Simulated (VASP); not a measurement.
The system is CuO.

```xyz
2
Lattice="0.0000 2.3579 2.3579 2.3579 0.0000 2.3579 2.3579 2.3579 0.0000" Properties=species:S:1:pos:R:3 pbc="T T T"
Cu    0.0000    0.0000    0.0000
O     1.1789    1.1789    1.1789
```

Base run:

| Item | Value |
| --- | --- |
| Program | VASP 6.6.1 |
| Functional | BLYP |
| Potentials or basis | VASP PAW PBE potentials, release 64 (Cu, O) |
| Cutoff | 520 eV |
| k mesh | 10 × 10 × 10 |
| Occupations | fermi-dirac, width 0.05 eV |
| Spin | no spin polarisation |

Its results: pressure -8.3 GPa.

The run is repeated on the same cell with these changes: functional from BLYP to PBEsol. What comes out?

Pressure -18.0 GPa.

PBEsol binds more tightly than BLYP, so the same cell stands under less pressure.

Caveats: the PAW data sets were made with another functional, which shifts forces and pressure a little; an odd number of electrons without spin polarisation forces a metal; a magnetic or distorted state may lie lower.
